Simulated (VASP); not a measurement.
A run of VASP 6.6.1:

Contents of INCAR:

```
SYSTEM = Sb
  PREC = Accurate
  ENCUT = 520
  EDIFF = 1E-6
  ISMEAR = -1
  SIGMA = 0.05
  LREAL = .FALSE.
  LASPH = .TRUE.
  NELM = 80
  ALGO = Normal
  ISIF = 2
  LWAVE = .FALSE.
  LCHARG = .FALSE.
  GGA = PE
  NBANDS = 8
```

The input KPOINTS:

```
regular mesh
0
G
  19 19 19
  0 0 0
```

The input POSCAR:

```
Sb
1.0
   -1.5647750000      1.4903750000      2.4800000000
    1.4903750000     -1.5647750000      2.4800000000
    1.5196250000      1.5196250000     -2.5251500000
Sb
1
Direct
    0.0000000000      0.0000000000      0.0000000000
```

Potentials or basis: VASP PAW PBE potentials, release 64 (Sb).

The run is started by

```console
$ cat potpaw_PBE.64/Sb/POTCAR > POTCAR
$ mpirun -np 1 vasp_std > vasp.out
```

Hardware: 1 thread of Intel(R) Xeon(R) 6975P-C (Granite Rapids), on a shared host.

Estimate the wall time of this run.

Run time: 71 s on 1 thread of Intel(R) Xeon(R) 6975P-C (Granite Rapids) (shared host), peak memory 0.42 GiB. Counts: scf iterations 9, k points 1810.
